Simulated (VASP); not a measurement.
# Y3AlN4 (Pmmm) in VASP: single point with PBE

Aim: the single point of Y3AlN4 with PBE.

Everything below comes from runs of VASP 6.6.1. Logs are shortened: lines on timing, memory, paths and dates and some standing lists are left out, and cuts for length are marked.

### 1 The cell of the first run

Symmetry: Pmmm, No. 47, orthorhombic system. Conventional cell: a = 3.338 Å, b = 4.824 Å, c = 6.670 Å, α = 90.00°, β = 90.00°, γ = 90.00°. Y (site symmetry mm2) has 6 N at 2.31 to 2.41 Å and 8 Y at 3.21 to 3.46 Å and 4 Al at 3.34 Å within 3.5 Å. Within 3.2 Å of Y (site symmetry mmm) lie 6 N at 2.41 to 2.48 Å. Within 3.0 Å of Al (site symmetry mmm) lie 6 N at 2.25 to 2.41 Å. Within 3.2 Å of N (site symmetry mmm) lie 6 Y at 2.41 Å. N (site symmetry mm2) has 2 Al at 2.25 Å and 4 Y at 2.41 to 2.48 Å and 1 N at 3.01 Å within 3.1 Å. N (site symmetry mmm) has 4 Y at 2.31 Å and 2 Al at 2.41 Å within 3.1 Å.

### 2 Single point, PBE

File INCAR:

```
PREC     = Accurate       # precision mode
ENCUT    = 520            # plane-wave cutoff, eV
EDIFF    = 1E-6           # SCF threshold, eV
ISMEAR   = 0              # smearing method
SIGMA    = 0.02           # smearing width, eV
LREAL    = False          # projectors in reciprocal space
LASPH    = True           # aspherical terms in the spheres
NELM     = 80             # most SCF steps
ALGO     = Normal         # electronic algorithm
ISIF     = 2              # what is computed and relaxed
LWAVE    = False          # write WAVECAR
LCHARG   = False          # write CHGCAR
GGA      = PE             # functional
NBANDS   = 38             # bands
```

File KPOINTS:

```
Automatic mesh
0
Gamma
  10 8 6
```

File POSCAR:

```
Y3AlN4
1.0
    3.3381469994      0.0000000000      0.0000000000
    0.0000000000      4.8242082389      0.0000000000
    0.0000000000      0.0000000000      6.6704541081
Y Al N
3 1 4
Direct
    0.5000000000      0.5000000000      0.2403835390
    0.0000000000      0.0000000000      0.5000000000
    0.5000000000      0.5000000000      0.7596164610
    0.0000000000      0.0000000000      0.0000000000
    0.0000000000      0.5000000000      0.5000000000
    0.5000000000      0.0000000000      0.7744205066
    0.0000000000      0.5000000000      0.0000000000
    0.5000000000      0.0000000000      0.2255794934
```

Potentials or basis: VASP PAW PBE potentials, release 64 (Y_sv, Al, N).

Command:

```bash
$ cat potpaw_PBE.64/Y_sv/POTCAR potpaw_PBE.64/Al/POTCAR potpaw_PBE.64/N/POTCAR > POTCAR
$ mpirun -np 1 vasp_std > vasp.out
```

OUTCAR:

```text
PREC = Accurate
   ENCUT = 520
   EDIFF = 1E-6
   ISMEAR = 0
   LREAL = False
   LASPH = True
   NELM = 80
   ISIF = 2
   GGA = PE

 ion  position               nearest neighbor table
   1  0.500  0.500  0.240-   7 2.31   7 2.31   5 2.41   5 2.41   8 2.41   8 2.41   3 3.21   4 3.34
                             4 3.34   4 3.34   4 3.34   2 3.41   2 3.41   2 3.41   2 3.41   3 3.46
   2  0.000  0.000  0.500-   5 2.41   5 2.41   8 2.48   6 2.48   6 2.48   8 2.48   4 3.34   4 3.34
                             3 3.41   3 3.41   1 3.41   3 3.41   1 3.41   1 3.41   1 3.41   3 3.41
   3  0.500  0.500  0.760-   7 2.31   7 2.31   5 2.41   5 2.41   6 2.41   6 2.41   1 3.21   4 3.34
                             4 3.34   4 3.34   4 3.34   2 3.41   2 3.41   2 3.41   2 3.41   1 3.46
   4  0.000  0.000  0.000-   6 2.25   8 2.25   6 2.25   8 2.25   7 2.41   7 2.41   2 3.34   2 3.34
                             3 3.34   1 3.34   1 3.34   3 3.34   3 3.34   1 3.34   1 3.34   3 3.34
   5  0.000  0.500  0.500-   1 2.41   3 2.41   1 2.41   3 2.41   2 2.41   2 2.41
   6  0.500  0.000  0.774-   4 2.25   4 2.25   3 2.41   3 2.41   2 2.48   2 2.48
   7  0.000  0.500  0.000-   1 2.31   3 2.31   1 2.31   3 2.31   4 2.41   4 2.41
   8  0.500  0.000  0.226-   4 2.25   4 2.25   1 2.41   1 2.41   2 2.48   2 2.48

  LATTYP: Found a simple orthorhombic cell.
 ALAT       =     3.3381469994
 B/A-ratio  =     1.4451754940
 C/A-ratio  =     1.9982505592

  Lattice vectors:

 A1 = (   3.3381469994,   0.0000000000,   0.0000000000)
 A2 = (   0.0000000000,   4.8242082389,   0.0000000000)
 A3 = (   0.0000000000,   0.0000000000,   6.6704541081)

Analysis of symmetry for initial positions (statically):
=====================================================================
 Subroutine PRICEL returns:
 Original cell was already a primitive cell.

 Routine SETGRP: Setting up the symmetry group for a
 simple orthorhombic supercell.

 Subroutine GETGRP returns: Found  8 space group operations
 (whereof  8 operations were pure point group operations)
 out of a pool of  8 trial point group operations.

The static configuration has the point symmetry D_2h.

Analysis of symmetry for dynamics (positions and initial velocities):
=====================================================================
 Subroutine PRICEL returns:
 Original cell was already a primitive cell.

 Routine SETGRP: Setting up the symmetry group for a
 simple orthorhombic supercell.

 Subroutine GETGRP returns: Found  8 space group operations
 (whereof  8 operations were pure point group operations)
 out of a pool of  8 trial point group operations.

The dynamic configuration has the point symmetry D_2h.

 Subroutine INISYM returns: Found  8 space group operations
 (whereof  8 operations are pure point group operations),
 and found     1 'primitive' translations

----------------------------------------------------------------------------------------

                                     Primitive cell

  volume of cell :     107.4204

  direct lattice vectors                    reciprocal lattice vectors
     3.338146999  0.000000000  0.000000000     0.299567395  0.000000000  0.000000000
     0.000000000  4.824208239  0.000000000     0.000000000  0.207287901  0.000000000
     0.000000000  0.000000000  6.670454108     0.000000000  0.000000000  0.149914831

  length of vectors
     3.338146999  4.824208239  6.670454108     0.299567395  0.207287901  0.149914831

  position of ions in fractional coordinates (direct lattice)
     0.500000000  0.500000000  0.240383539
     0.000000000  0.000000000  0.500000000
     0.500000000  0.500000000  0.759616461
     0.000000000  0.000000000  0.000000000
     0.000000000  0.500000000  0.500000000
     0.500000000  0.000000000  0.774420507
     0.000000000  0.500000000  0.000000000
     0.500000000  0.000000000  0.225579493

  ion indices of the primitive-cell ions
   primitive index   ion index
                 1           1
                 2           2
                 3           3
                 4           4
                 5           5
                 6           6
                 7           7
                 8           8

----------------------------------------------------------------------------------------

 KPOINTS: Automatic mesh

Automatic generation of k-mesh.
 Grid dimensions read from file:
 generate k-points for:   10    8    6

 Generating k-lattice:

  Cartesian coordinates                     Fractional coordinates (reciprocal lattice)
     0.029956739  0.000000000  0.000000000     0.100000000  0.000000000  0.000000000
     0.000000000  0.025910988  0.000000000     0.000000000  0.125000000  0.000000000
     0.000000000  0.000000000  0.024985805     0.000000000  0.000000000  0.166666667

  Length of vectors
     0.029956739  0.025910988  0.024985805

  Shift w.r.t. Gamma in fractional coordinates (k-lattice)
     0.000000000  0.000000000  0.000000000

 Subroutine IBZKPT returns following result:
 ===========================================

 Found    120 irreducible k-points:

 Following reciprocal coordinates:
            Coordinates               Weight
  0.000000  0.000000  0.000000      1.000000
  0.100000  0.000000  0.000000      2.000000
  0.200000  0.000000  0.000000      2.000000
  0.300000  0.000000  0.000000      2.000000
  0.400000  0.000000  0.000000      2.000000
  0.500000  0.000000  0.000000      1.000000
[... 16 lines left out ...]
  0.400000  0.375000  0.000000      4.000000
  0.500000  0.375000  0.000000      2.000000
 [... further k-points ...]
   k-points           NKPTS =    120   k-points in BZ     NKDIM =    120   number of bands    NBANDS=     38
   number of dos      NEDOS =    301   number of ions     NIONS =      8
   total plane-waves  NPLWV =  50400
   dimension x,y,z NGX =    28 NGY =   36 NGZ =   50
   dimension x,y,z NGXF=    56 NGYF=   72 NGZF=  100
   ions per type =               3   1   4
   NGX,Y,Z   is equivalent  to a cutoff of  13.94, 12.41, 12.46 a.u.
   NGXF,Y,Z  is equivalent  to a cutoff of  27.89, 24.81, 24.92 a.u.
 SYSTEM =  unknown system
   PREC   = accura    normal or accurate (medium, high low for compatibility)
   ISTART =      0    job   : 0-new  1-cont  2-samecut
   ICHARG =      2    charge: 1-file 2-atom 10-const
   ISPIN  =      1    spin polarized calculation?
   LNONCOLLINEAR =      F non collinear calculations
   LSORBIT =      F    spin-orbit coupling
   LASPH  =      T    aspherical Exc in radial PAW
   ENCUT  =  520.0 eV  38.22 Ry    6.18 a.u.   6.21  8.97 12.40*2*pi/ulx,y,z
   NELM   =     80;   NELMIN=  2; NELMDL= -5     # of ELM steps
   EDIFF  = 0.1E-05   stopping-criterion for ELM
   LREAL  =      F    real-space projection
   EDIFFG = 0.1E-04   stopping-criterion for IOM
   NSW    =      0    number of steps for IOM
   IBRION =     -1    ionic relax: 0-MD 1-quasi-New 2-CG
   NFREE  =      0    steps in history (QN), initial steepest desc. (CG)
   ISIF   =      2    stress and relaxation
   ISYM   =      2    0-nonsym 1-usesym 2-fastsym
   POTIM  = 0.5000    time-step for ionic-motion
   TEBEG  =    0.0;   TEEND  =   0.0 temperature during run
   PSTRESS=    0.0 pullay stress
   NELECT =      56.0000    total number of electrons
   NUPDOWN=      -1.0000    fix difference up-down
   EMIN   =  10.00;   EMAX   =-10.00  energy-range for DOS
   EFERMI =   0.00;   METHOD = LEGACY
   ISMEAR =     0;   SIGMA  =   0.02  broadening in eV -4-tet -1-fermi 0-gaus
   EFERMI_NEDOS =   21; number of points for ismear=-14 and -15
   IALGO  =     38    algorithm
   IMIX   =      4    mixing-type and parameters
     AMIX     =   0.40;   BMIX     =  1.00
     AMIX_MAG =   1.60;   BMIX_MAG =  1.00
  volume/ion in A,a.u.               =      13.43        90.61
  Fermi-wavevector in a.u.,A,eV,Ry     =   1.317575  2.489855 23.619751  1.736003
  Thomas-Fermi vector in A             =   2.447606
   LORBIT       =      0    0 simple, 1 ext, 2 COOP (PROOUT), +10 PAW based schemes
   GGA     = PE    functional components
   LHFCALC =     F    Hartree Fock is set to
   AEXX    =    0.0000 exact exchange contribution
   IVDW    =     0    specifies the selected vdW correction
   LEPSILON=     F    determine dielectric tensor
   LRPA    =     F    only Hartree local field effects (RPA)
 non-spin polarized calculation
 Gauss-broadening in eV      SIGMA  =   0.02
  energy-cutoff  :      520.00
  volume of cell :      107.42
 maximum number of plane-waves:      2920
 NGX is ok and might be reduce to    28
   NGX = 13   NGY = 17   NGZ = 25

 number of electron      55.9999997 magnetization

 Free energy of the ion-electron system (eV)
  ---------------------------------------------------
  ext. energy  EPLUGINS =         0.00000000
  ---------------------------------------------------
  free energy    TOTEN  =       -67.43210969 eV

  energy without entropy =      -67.43210969  energy(sigma->0) =      -67.43210969

 E-fermi :   5.1452     XC(G=0): -11.2949

 val. band max:        4.9670932833   @ k =   0.0000   0.0000   0.0000
 cond. band min:       5.3974328663   @ k =   0.5000   0.0000   0.0000
 fundamental gap:      0.4303395831
 Fermi energy:         5.1452204173

 k-point     1 :       0.0000    0.0000    0.0000
  band No.  band energies     occupation
      1     -36.3207      2.00000
      2     -35.5203      2.00000
      3     -35.4561      2.00000
      4     -16.5587      2.00000
      5     -16.5481      2.00000
      6     -16.3277      2.00000
[... 30 lines left out ...]
     37      10.6722      0.00000
     38      10.8954      0.00000

 k-point     2 :       0.1000    0.0000    0.0000
  band No.  band energies     occupation
      1     -36.3148      2.00000
      2     -35.5148      2.00000
      3     -35.4505      2.00000
      4     -16.5406      2.00000
      5     -16.5345      2.00000
      6     -16.3353      2.00000
[... 30 lines left out ...]
     37      10.5390      0.00000
     38      11.2396      0.00000

 k-point     3 :       0.2000    0.0000    0.0000
  band No.  band energies     occupation
      1     -36.2993      2.00000
      2     -35.5002      2.00000
      3     -35.4357      2.00000
      4     -16.5010      2.00000
      5     -16.4913      2.00000
      6     -16.4621      2.00000
[... 30 lines left out ...]
     37      10.8841      0.00000
     38      11.6959      0.00000

 k-point     4 :       0.3000    0.0000    0.0000
  band No.  band energies     occupation
      1     -36.2800      2.00000
      2     -35.4822      2.00000
      3     -35.4173      2.00000
      4     -16.6605      2.00000
      5     -16.4672      2.00000
      6     -16.4260      2.00000
[... 30 lines left out ...]
     37      11.5907      0.00000
     38      11.6254      0.00000
[... 703 lines left out ...]
      4     -16.6991      2.00000
      5     -16.6544      2.00000
      6     -16.4884      2.00000
[... 30 lines left out ...]
     37      11.4552      0.00000
     38      11.4994      0.00000

 k-point    23 :       0.4000    0.3750    0.0000
  band No.  band energies     occupation
      1     -36.2632      2.00000
      2     -35.4672      2.00000
      3     -35.4016      2.00000
      4     -16.8691      2.00000
      5     -16.6839      2.00000
      6     -16.4085      2.00000
[... 30 lines left out ...]
     37      11.4641      0.00000
     38      11.5383      0.00000

 k-point    24 :       0.5000    0.3750    0.0000
  band No.  band energies     occupation
      1     -36.2576      2.00000
      2     -35.4610      2.00000
      3     -35.3958      2.00000
      4     -16.9320      2.00000
      5     -16.7130      2.00000
      6     -16.3770      2.00000
[... 30 lines left out ...]
     37      11.5749      0.00000
     38      11.6680      0.00000

 [... further k-points ...]
[... 5 lines left out ...]
  --------------------------------------------------------------------------------------
  -------------------------------------------------------------------------------------
  Total       -0.1553764     -0.1093971     -0.1312617     -0.0000000      0.0000000      0.0000000
  in kB       -2.3174411     -1.6316600     -1.9577695     -0.0000000      0.0000000      0.0000000
  external PRESSURE =      -1.9689569 kB  Pullay stress =       0.0000000 kB

 VOLUME and BASIS-vectors are now :
 -----------------------------------------------------------------------------
  energy-cutoff  :      520.00
  volume of cell :      107.42
      direct lattice vectors                 reciprocal lattice vectors
     3.338146999  0.000000000  0.000000000     0.299567395  0.000000000  0.000000000
     0.000000000  4.824208239  0.000000000     0.000000000  0.207287901  0.000000000
     0.000000000  0.000000000  6.670454108     0.000000000  0.000000000  0.149914831

 POSITION                                       TOTAL-FORCE (eV/Angst)
 -----------------------------------------------------------------------------------
      1.66907      2.41210      1.60347         0.000000      0.000000     -0.003402
      0.00000      0.00000      3.33523         0.000000      0.000000      0.000000
      1.66907      2.41210      5.06699         0.000000      0.000000      0.003402
      0.00000      0.00000      0.00000         0.000000      0.000000      0.000000
      0.00000      2.41210      3.33523         0.000000      0.000000      0.000000
      1.66907      0.00000      5.16574         0.000000      0.000000     -0.000457
      0.00000      2.41210      0.00000         0.000000      0.000000      0.000000
      1.66907      0.00000      1.50472         0.000000      0.000000      0.000457
 -----------------------------------------------------------------------------------
    total drift:                                0.000000      0.000000     -0.000000

  FREE ENERGIE OF THE ION-ELECTRON SYSTEM (eV)
  ---------------------------------------------------
  free  energy   TOTEN  =       -67.4321096896 eV

  energy  without entropy=      -67.4321096896  energy(sigma->0) =      -67.43210969
```

Wall time 13 min (1 thread of Intel Xeon 8259CL, shared host); peak memory 0.53 GiB.

What came out:

- Free energy: -67.4321 eV
- Pressure: -0.2 GPa
- Largest force: 0.003 eV/Å
- Band gap on the k mesh: 0.43 eV (least direct gap 0.49 eV)

Forces in eV/Å, atoms in the order of the input:
```
Y    0.000  0.000 -0.003
Y    0.000  0.000  0.000
Y    0.000  0.000  0.003
Al   0.000  0.000  0.000
N    0.000  0.000  0.000
N    0.000  0.000  0.000
N    0.000  0.000  0.000
N    0.000  0.000  0.000
```
